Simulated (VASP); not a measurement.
Set up this calculation in VASP 6.6.1, as the native input.

* Task: single point
* Functional: PBE
* Potentials or basis: VASP PAW PBE potentials, release 64 (Ho_3, S), 4f in core
* Cutoff: 500 eV
* k mesh: 4 × 4 × 3
* Occupations: gaussian, width 0.2 eV
* Spin: no spin polarisation
* Dipole correction: no
* Further INCAR settings: ALGO = Normal; EDIFF = 1e-06; NBANDS = 29

The structure of Ho4S lies in POSCAR:

```
Ho4S
1.0
    6.4328273157     -0.0000000036      0.0000000000
   -3.2164136547      5.5709918753      0.0000000000
    0.0000000000      0.0000000000      5.1167832082
Ho S
4 1
Direct
    0.5059191232      0.4940808768      0.2298315391
    0.5059191232      0.0118382464      0.2298315391
    0.9881617536      0.4940808768      0.2298315391
    0.3333333333      0.6666666667      0.7299032259
    0.6666666667      0.3333333333      0.7300114267
```

The cell was generated, and may not be a known phase.

The input as run:

INCAR

```
SYSTEM = Ho4S
PREC = Accurate ; ENCUT = 500
EDIFF = 1E-6 ; ISMEAR = 0
SIGMA = 0.2 ; LREAL = .FALSE.
LASPH = .TRUE. ; NELM = 200
ALGO = Normal ; ISIF = 2
LWAVE = .FALSE. ; LCHARG = .TRUE.
GGA = PE ; LELF = .TRUE.
LVHAR = .TRUE. ; NBANDS = 29
GGA_COMPAT = .FALSE. ; LMAXMIX = 6
```

KPOINTS

```
Automatic mesh
0
G
  4 4 3
  0 0 0
```

Potentials or basis: VASP PAW PBE potentials, release 64 (Ho_3, S), 4f in core.

Launch:

```bash
$ cat potpaw_PBE.64/Ho_3/POTCAR potpaw_PBE.64/S/POTCAR > POTCAR
$ mpirun -np 1 vasp_std > vasp.out
```

Results of the run:

```json
{
 "Pressure": "0.5 GPa",
 "Largest force": "0.003 eV/Å",
 "Band gap on the k mesh": "zero (bands 21 and 22 overlap by 0.31 eV)"
}
```

Caveat: the k points lie up to 0.41 Å⁻¹ apart; spin-orbit coupling is left out, which moves the levels of the heavy elements; the 4f electrons are frozen in the core, so they carry no moment and show no levels; the run has no spin polarisation, though such a crystal can be magnetic.

Wall time 79 s on 1 thread of Intel(R) Xeon(R) Platinum 8175M CPU @ 2.50GHz (Skylake/Cascade Lake), on a shared host, peak memory 0.29 GiB.
